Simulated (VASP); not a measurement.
Crystal: NbAs.

```
CELL_PARAMETERS angstrom
-1.69062 1.69062 5.72078
1.69062 -1.69062 5.72078
1.69062 1.69062 -5.72078
ATOMIC_POSITIONS crystal
Nb 0.50000 0.00000 0.50000
Nb 0.75000 0.75000 0.00000
As 0.91600 0.41600 0.50000
As 0.16600 0.16600 0.00000
```

Program: VASP 6.6.1. Alike in all runs: task single point; no spin polarisation; cell as given; k mesh 11 × 11 × 11; cutoff (eV) 520; smearing fermi-dirac 0.05 eV.

Q: Order these runs on this cell by their pressure, lowest first.
A. level PBEsol; potentials or basis VASP PAW PBE potentials, release 64 (Nb_sv, As)
B. level LDA; potentials or basis VASP PAW LDA potentials, release 64 (Nb_sv, As)
C. level PBE; potentials or basis VASP PAW PBE potentials, release 64 (Nb_sv, As)

A: B (6.5 GPa), A (9.9 GPa), C (15.9 GPa).

Caveats: the cell stands under pressure; the PAW data sets were made with another functional, which shifts forces and pressure a little (at least some runs).
